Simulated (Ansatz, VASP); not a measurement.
HfIn4SiO6 in VASP and in Ansatz

File INCAR:

```
  PREC = Accurate
  ENCUT = 520
  EDIFF = 1E-7
  ISMEAR = -1
  SIGMA = 0.05
  LREAL = False
  LASPH = True
  NELM = 80
  ALGO = Normal
  ISIF = 2
  LWAVE = False
  LCHARG = True
  GGA = PS
  LELF = True
  LVHAR = True
  NBANDS = 63
```

KPOINTS

```
regular mesh
0
Gamma
  6 6 4
```

POSCAR

```
HfIn4SiO6
1.0
    2.7160300000     -4.7033200000      0.0044800000
    2.7160300000      4.7033200000      0.0044800000
   -1.8630900000      0.0000000000      7.4041500000
Hf In Si O
1 4 1 6
Direct
    0.2048000000      0.7952000000      0.0000000000
    0.3713900000      0.6286100000      0.5000000000
    0.5381200000      0.4618800000      0.0000000000
    0.0350000000      0.9650000000      0.5000000000
    0.7090700000      0.2909300000      0.5000000000
    0.8714600000      0.1285400000      0.0000000000
    0.1074100000      0.0691800000      0.8666700000
    0.9308200000      0.8925900000      0.1333300000
    0.8397500000      0.3782000000      0.8666900000
    0.6218000000      0.1602500000      0.1333100000
    0.1981300000      0.4689100000      0.1333800000
    0.5310900000      0.8018700000      0.8666200000
```

The input input.yaml:

```yaml
crystal:
  lattice:
    - [2.71603, -4.70332, 0.00448]
    - [2.71603, 4.70332, 0.00448]
    - [-1.86309, 0.0, 7.40415]
  atoms:
    - { symbol: Hf, position: [0.2048, 0.7952, 0.0] }
    - { symbol: In, position: [0.37139, 0.62861, 0.5] }
    - { symbol: In, position: [0.53812, 0.46188, 0.0] }
    - { symbol: In, position: [0.035, 0.965, 0.5] }
    - { symbol: In, position: [0.70907, 0.29093, 0.5] }
    - { symbol: Si, position: [0.87146, 0.12854, 0.0] }
    - { symbol: O, position: [0.10741, 0.06918, 0.86667] }
    - { symbol: O, position: [0.93082, 0.89259, 0.13333] }
    - { symbol: O, position: [0.83975, 0.3782, 0.86669] }
    - { symbol: O, position: [0.6218, 0.16025, 0.13331] }
    - { symbol: O, position: [0.19813, 0.46891, 0.13338] }
    - { symbol: O, position: [0.53109, 0.80187, 0.86662] }
hamiltonian:
  xc: pbesol
  pseudopotentials: { kind: paw }
kpoints:
  mp_grid: { grid: [6, 6, 4] }
  band_path:
    path:
      - [[0.0, 0.0, 0.0], [-0.3333683603, -0.3333683603, 0.0568123951], [-0.3635703138, -0.3635703138, 0.4070283114], [-0.3031664068, -0.3031664068, 0.7065964788], [0.0, 0.0, 0.5], [-0.5, 0.5, 0.5], [-0.6364296862, 0.3635703138, 0.5929716886]]
      - [[-0.6968335932, 0.3031664068, 0.2934035212], [-0.6666316397, 0.3333683603, -0.0568123951], [-0.5, 0.5, 0.0], [0.0, 0.0, 0.0], [-0.5, 0.0, 0.0]]
      - [[-0.5, 0.0, 0.5], [0.0, 0.0, 0.0]]
    npoints: 10
scf:
  occupations: { method: fermi_dirac, width: 0.05 }
  n_extra_bands: 30
output:
  forces: true
  stress: true
  eigenvalues: true
  fatbands: false
```

Alike in both runs: functional PBEsol; k mesh 6 × 6 × 4; occupations fermi-dirac, width 0.05 eV; no spin polarisation.

```csv
,VASP,Ansatz
version,VASP 6.6.1,Ansatz 0.2.0
potentials or method,"VASP PAW PBE potentials, release 64 (Hf_pv, In_d, Si, O)",Ansatz PAW
plane-wave cutoff (eV),520,420
valence electrons in the cell,102,118
task,single point,band structure
```

|  | VASP | Ansatz | Ansatz less VASP |
| --- | --- | --- | --- |
| gap on the k mesh at the Fermi level (eV) | none | none | - |
| pressure (GPa) | -4.7 | -4.4 | +0.34 |
| traceless stress, the component that is largest in VASP (GPa) | 0.39 | 0.34 | -0.053 |
| rms of the force components (eV/Å) | 0.108 | 0.075 | -0.0336 |

VASP's potentials were made for PBE, not for PBEsol. Atom by atom the forces differ by 0.054 eV/Å (rms over components). A gap of «none» marks a metal or a gap that the smearing closes. With one functional, cell and mesh, what is left measures potentials, basis and numerics. VASP's potentials hold 102 valence electrons a cell and Ansatz's 118, so a difference there can come from the potentials and not from the codes.

Neither program's run includes spin-orbit coupling.
